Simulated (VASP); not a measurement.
# Mn (P6_3/mmc) in VASP: further runs

Aim: see how the results for Mn move with the level of theory and the settings. Levels: PBEsol, PBE. Tasks: single point.

Program: VASP 6.6.1. These are calculated values, not measurements. Logs are shortened: lines on timing, memory, paths and dates and some standing lists are left out, and cuts for length are marked.

**1. The cell of the first run**

It takes space group P6_3/mmc (No. 194, hexagonal). The conventional cell has a = 2.484 Å, b = 2.484 Å, c = 4.026 Å, α = 90.00°, β = 90.00°, γ = 120.00°. Mn (site symmetry -6m2) has 12 Mn at 2.47 to 2.48 Å within 3.3 Å.

**2. Single point, PBEsol, collinear spin, ferromagnetic start**

INCAR reads:

```
PREC = Accurate ; ENCUT = 600
EDIFF = 1E-6 ; ISMEAR = -1
SIGMA = 0.05 ; LREAL = F
LASPH = T ; NELM = 200
ALGO = Normal ; ISIF = 2
LWAVE = F ; LCHARG = F
ISPIN = 2 ; MAGMOM = 4 4
LORBIT = 11 ; NUPDOWN = 8.0
LMAXMIX = 4 ; GGA = PS
NBANDS = 26 ; GGA_COMPAT = F
```

KPOINTS reads:

```
regular mesh
0
Gamma
  10 10 6
```

POSCAR reads:

```
Mn
1.0
    2.4836457705      0.0000000000      0.0000000000
   -1.2418228853      2.1509003313      0.0000000000
    0.0000000000      0.0000000000      4.0261950000
Mn
2
Direct
    0.3333333333      0.6666666667      0.2500000000
    0.6666666667      0.3333333333      0.7500000000
```

Potentials or basis: VASP PAW PBE potentials, release 64 (Mn_sv).

The run is started by

```bash
$ cat potpaw_PBE.64/Mn_sv/POTCAR > POTCAR
$ mpirun -np 1 vasp_std > vasp.out
```

OUTCAR:

```text
PREC = Accurate
   ENCUT = 600
   EDIFF = 1E-6
   ISMEAR = -1
   LREAL = F
   LASPH = T
   NELM = 200
   ISIF = 2
   ISPIN = 2
   LORBIT = 11
   NUPDOWN = 8.0
   GGA = PS

 ion  position               nearest neighbor table
   1  0.333  0.667  0.250-   2 2.47   2 2.47   2 2.47   2 2.47   2 2.47   2 2.47
   2  0.667  0.333  0.750-   1 2.47   1 2.47   1 2.47   1 2.47   1 2.47   1 2.47

  LATTYP: Found a hexagonal cell.
 ALAT       =     2.4836457705
 C/A-ratio  =     1.6210826229

  Lattice vectors:

 A1 = (   2.4836457705,   0.0000000000,   0.0000000000)
 A2 = (  -1.2418228853,   2.1509003313,   0.0000000000)
 A3 = (   0.0000000000,   0.0000000000,   4.0261950000)

Analysis of symmetry for initial positions (statically):
=====================================================================
 Subroutine PRICEL returns:
 Original cell was already a primitive cell.

 Routine SETGRP: Setting up the symmetry group for a
 hexagonal supercell.

 Subroutine GETGRP returns: Found 24 space group operations
 (whereof 12 operations were pure point group operations)
 out of a pool of 24 trial point group operations.

The static configuration has the point symmetry D_3d.
 The point group associated with its full space group is D_6h.

Analysis of symmetry for dynamics (positions and initial velocities):
=====================================================================
 Subroutine PRICEL returns:
 Original cell was already a primitive cell.

 Routine SETGRP: Setting up the symmetry group for a
 hexagonal supercell.

 Subroutine GETGRP returns: Found 24 space group operations
 (whereof 12 operations were pure point group operations)
 out of a pool of 24 trial point group operations.

The dynamic configuration has the point symmetry D_3d.
 The point group associated with its full space group is D_6h.

Analysis of structural, dynamic, and magnetic symmetry:
=====================================================================
 Subroutine PRICEL returns:
 Original cell was already a primitive cell.

 Routine SETGRP: Setting up the symmetry group for a
 hexagonal supercell.

 Subroutine GETGRP returns: Found 24 space group operations
 (whereof 12 operations were pure point group operations)
 out of a pool of 24 trial point group operations.

The overall configuration has the point symmetry D_3d.
 The point group associated with its full space group is D_6h.

 Subroutine INISYM returns: Found 24 space group operations
 (whereof 12 operations are pure point group operations),
 and found     1 'primitive' translations

----------------------------------------------------------------------------------------

                                     Primitive cell

  volume of cell :      21.5082

  direct lattice vectors                    reciprocal lattice vectors
     2.483645770  0.000000000  0.000000000     0.402633907  0.232460795  0.000000000
    -1.241822885  2.150900331  0.000000000     0.000000000  0.464921589  0.000000000
     0.000000000  0.000000000  4.026195000     0.000000000  0.000000000  0.248373464

  length of vectors
     2.483645770  2.483645771  4.026195000     0.464921589  0.464921589  0.248373464

  position of ions in fractional coordinates (direct lattice)
     0.333333333  0.666666667  0.250000000
     0.666666667  0.333333333  0.750000000

  ion indices of the primitive-cell ions
   primitive index   ion index
                 1           1
                 2           2

----------------------------------------------------------------------------------------

 KPOINTS: regular mesh

Automatic generation of k-mesh.
 Grid dimensions read from file:
 generate k-points for:   10   10    6

 Generating k-lattice:

  Cartesian coordinates                     Fractional coordinates (reciprocal lattice)
     0.040263391  0.023246079  0.000000000     0.100000000  0.000000000  0.000000000
     0.000000000  0.046492159  0.000000000     0.000000000  0.100000000  0.000000000
     0.000000000  0.000000000  0.041395577     0.000000000  0.000000000  0.166666667

  Length of vectors
     0.046492159  0.046492159  0.041395577

  Shift w.r.t. Gamma in fractional coordinates (k-lattice)
     0.000000000  0.000000000  0.000000000

 Subroutine IBZKPT returns following result:
 ===========================================

 Found     56 irreducible k-points:

 Following reciprocal coordinates:
            Coordinates               Weight
  0.000000  0.000000  0.000000      1.000000
  0.100000  0.000000  0.000000      6.000000
  0.200000  0.000000  0.000000      6.000000
  0.300000  0.000000  0.000000      6.000000
  0.400000  0.000000  0.000000      6.000000
  0.500000  0.000000  0.000000      3.000000
[... 16 lines left out ...]
  0.300000  0.100000  0.166667     24.000000
  0.400000  0.100000  0.166667     24.000000
 [... further k-points ...]
   k-points           NKPTS =     56   k-points in BZ     NKDIM =     56   number of bands    NBANDS=     26
   number of dos      NEDOS =    301   number of ions     NIONS =      2
   total plane-waves  NPLWV =  12800
   dimension x,y,z NGX =    20 NGY =   20 NGZ =   32
   dimension x,y,z NGXF=    40 NGYF=   40 NGZF=   64
   ions per type =               2
   NGX,Y,Z   is equivalent  to a cutoff of  13.39, 13.39, 13.21 a.u.
   NGXF,Y,Z  is equivalent  to a cutoff of  26.77, 26.77, 26.43 a.u.
 SYSTEM =  unknown system
   PREC   = accura    normal or accurate (medium, high low for compatibility)
   ISTART =      0    job   : 0-new  1-cont  2-samecut
   ICHARG =      2    charge: 1-file 2-atom 10-const
   ISPIN  =      2    spin polarized calculation?
   LNONCOLLINEAR =      F non collinear calculations
   LSORBIT =      F    spin-orbit coupling
   LASPH  =      T    aspherical Exc in radial PAW
   ENCUT  =  600.0 eV  44.10 Ry    6.64 a.u.   4.96  4.96  8.04*2*pi/ulx,y,z
   NELM   =    200;   NELMIN=  2; NELMDL= -5     # of ELM steps
   EDIFF  = 0.1E-05   stopping-criterion for ELM
   LREAL  =      F    real-space projection
   EDIFFG = 0.1E-04   stopping-criterion for IOM
   NSW    =      0    number of steps for IOM
   IBRION =     -1    ionic relax: 0-MD 1-quasi-New 2-CG
   NFREE  =      0    steps in history (QN), initial steepest desc. (CG)
   ISIF   =      2    stress and relaxation
   ISYM   =      2    0-nonsym 1-usesym 2-fastsym
   POTIM  = 0.5000    time-step for ionic-motion
   TEBEG  =    0.0;   TEEND  =   0.0 temperature during run
   PSTRESS=    0.0 pullay stress
   NELECT =      30.0000    total number of electrons
   NUPDOWN=       8.0000    fix difference up-down
   EMIN   =  10.00;   EMAX   =-10.00  energy-range for DOS
   EFERMI =   0.00;   METHOD = LEGACY
   ISMEAR =    -1;   SIGMA  =   0.05  broadening in eV -4-tet -1-fermi 0-gaus
   EFERMI_NEDOS =   21; number of points for ismear=-14 and -15
   IALGO  =     38    algorithm
   IMIX   =      4    mixing-type and parameters
     AMIX     =   0.40;   BMIX     =  1.00
     AMIX_MAG =   1.60;   BMIX_MAG =  1.00
  volume/ion in A,a.u.               =      10.75        72.57
  Fermi-wavevector in a.u.,A,eV,Ry     =   1.829140  3.456574 45.521746  3.345754
  Thomas-Fermi vector in A             =   2.883881
   LORBIT       =     11    0 simple, 1 ext, 2 COOP (PROOUT), +10 PAW based schemes
   GGA     = PS    functional components
   LHFCALC =     F    Hartree Fock is set to
   AEXX    =    0.0000 exact exchange contribution
   IVDW    =     0    specifies the selected vdW correction
   LEPSILON=     F    determine dielectric tensor
   LRPA    =     F    only Hartree local field effects (RPA)
 spin polarized calculation
  energy-cutoff  :      600.00
  volume of cell :       21.51
 maximum number of plane-waves:       744
 NGX is ok and might be reduce to    20
   NGX =  9   NGY =  9   NGZ = 17

 number of electron      30.0000032 magnetization       8.0000011

 Free energy of the ion-electron system (eV)
  ---------------------------------------------------
  ext. energy  EPLUGINS =         0.00000000
  ---------------------------------------------------
  free energy    TOTEN  =       -15.84551963 eV

  energy without entropy =      -15.83044598  energy(sigma->0) =      -15.83798280

 E-fermi :  13.4823     XC(G=0): -14.1087

 val. band max:       16.6287222549   @ k =   0.3000   0.2000   0.0000
 cond. band min:      13.4990413107   @ k =   0.3000   0.3000   0.5000
 fundamental gap:     -3.1296809442
 Fermi energy:        16.6531275121

 spin component 1

 k-point     1 :       0.0000    0.0000    0.0000
  band No.  band energies     occupation
      1     -65.6452      1.00000
      2     -65.4779      1.00000
      3     -34.8797      1.00000
      4     -34.1999      1.00000
      5     -34.1999      1.00000
      6     -34.0912      1.00000
[... 18 lines left out ...]
     25      39.0288      0.00000
     26      39.0291      0.00000
[... 644 lines left out ...]
      4     -34.6820      1.00000
      5     -34.4755      1.00000
      6     -34.3815      1.00000
[... 18 lines left out ...]
     25      31.3194      0.00000
     26      33.1213      0.00000

 [... further k-points ...]

 spin component 2

 k-point     1 :       0.0000    0.0000    0.0000
  band No.  band energies     occupation
      1     -61.7474      1.00000
      2     -61.5661      1.00000
      3     -31.1004      1.00000
      4     -30.3463      1.00000
      5     -30.3463      1.00000
      6     -30.2299      1.00000
[... 18 lines left out ...]
     25      41.2630      0.00000
     26      41.2632      0.00000
[... 644 lines left out ...]
      4     -30.8775      1.00000
      5     -30.6520      1.00000
      6     -30.5458      1.00000
[... 18 lines left out ...]
     25      33.4160      0.00000
     26      35.1124      0.00000

 [... further k-points ...]
[... 5 lines left out ...]
  --------------------------------------------------------------------------------------
  -------------------------------------------------------------------------------------
  Total       12.0765826     12.0765826     12.0143780     -0.0000000      0.0000000     -0.0000000
  in kB      899.6009241    899.6009241    894.9672217     -0.0000000      0.0000000     -0.0000000
  external PRESSURE =     898.0563566 kB  Pullay stress =       0.0000000 kB

 VOLUME and BASIS-vectors are now :
 -----------------------------------------------------------------------------
  energy-cutoff  :      600.00
  volume of cell :       21.51
      direct lattice vectors                 reciprocal lattice vectors
     2.483645770  0.000000000  0.000000000     0.402633907  0.232460795  0.000000000
    -1.241822885  2.150900331  0.000000000     0.000000000  0.464921589  0.000000000
     0.000000000  0.000000000  4.026195000     0.000000000  0.000000000  0.248373464

 POSITION                                       TOTAL-FORCE (eV/Angst)
 -----------------------------------------------------------------------------------
     -0.00000      1.43393      1.00655         0.000000     -0.000000     -0.000000
      1.24182      0.71697      3.01965        -0.000000      0.000000      0.000000
 -----------------------------------------------------------------------------------
    total drift:                               -0.000000      0.000000     -0.000000

  FREE ENERGIE OF THE ION-ELECTRON SYSTEM (eV)
  ---------------------------------------------------
  free  energy   TOTEN  =       -15.8455196254 eV

  energy  without entropy=      -15.8304459840  energy(sigma->0) =      -15.83798280

 total charge

# of ion       s       p       d       tot
------------------------------------------
    1        2.268   6.082   4.780  13.130
    2        2.268   6.082   4.780  13.130
--------------------------------------------------
tot          4.536  12.164   9.561  26.260

 magnetization (x)

# of ion       s       p       d       tot
------------------------------------------
    1        0.015   0.060   3.452   3.527
    2        0.015   0.060   3.452   3.527
--------------------------------------------------
tot          0.030   0.120   6.904   7.055
```

Run time: 83 s. Hardware: 1 thread of AMD EPYC 9R45 (Zen 5), shared host; peak memory 0.14 GiB.

Results:

```yaml
Free_energy: -15.8455 eV
Pressure: 89.8 GPa
Net_moment: 8.00 μB per cell
Site_moments: Mn +3.53 μB
Valence_electrons_inside_the_program's_atomic_spheres: Mn 13.13
```

Caveat: the PAW data sets were made with another functional, which shifts forces and pressure a little; the total moment is fixed, so each spin has its own Fermi level.

(Continued in part 2 of 2.)
